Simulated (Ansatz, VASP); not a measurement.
## W in VASP and in Ansatz

The input INCAR:

```
SYSTEM = W
  PREC = Accurate
  ENCUT = 520
  EDIFF = 1E-6
  ISMEAR = -1
  SIGMA = 0.1
  LREAL = .FALSE.
  LASPH = .TRUE.
  NELM = 60
  ALGO = Normal
  ISIF = 2
  LWAVE = .FALSE.
  LCHARG = .FALSE.
  GGA = RE
  NBANDS = 13
```

File KPOINTS:

```
Automatic mesh
0
G
  15 15 15
  0 0 0
```

Contents of POSCAR:

```
W
1.0
    0.0000000000      1.9978285666      1.9978285666
    1.9978285666      0.0000000000      1.9978285666
    1.9978285666      1.9978285666      0.0000000000
W
1
Direct
    0.0000000000      0.0000000000      0.0000000000
```

Input for Ansatz:

```yaml
crystal:
  lattice:
    - [0.0, 1.9978285666, 1.9978285666]
    - [1.9978285666, 0.0, 1.9978285666]
    - [1.9978285666, 1.9978285666, 0.0]
  atoms:
    - { symbol: W, position: [0.0, 0.0, 0.0] }
hamiltonian:
  xc: revpbe
  pseudopotentials:
    kind: paw
    azcp:
      W: "pseudopotentials/W.paw.azcp"
basis:
  ecutwfc: 420
  fft_grid_basis: typed
kpoints:
  mp_grid: { grid: [15, 15, 15], shift: [0, 0, 0] }
magnetization:
  spin_polarized: false
scf:
  occupations: { method: fermi_dirac, width: 0.1 }
  lower_state_search: "off"
output:
  stress: true
  write_density: true
  write_potential: true
  elf: true
  volumetric_format: npy
```

Alike in both runs: task single point; functional revPBE; k mesh 15 × 15 × 15; occupations fermi-dirac, width 0.1 eV; no spin polarisation.

```csv
,VASP,Ansatz
version,VASP 6.6.1,Ansatz 0.2.0
potentials or method,"VASP PAW PBE potentials, release 64 (W_sv), cutoff 520 eV","plane waves (420 eV) with PAW, scalar-relativistic"
valence electrons in the cell,14,14
```

|  | VASP | Ansatz | Ansatz less VASP |
| --- | --- | --- | --- |
| pressure (GPa) | 12.6 | 11.9 | -0.62 |

VASP's potentials were made for PBE, not for revPBE.

Neither program's run includes spin-orbit coupling.
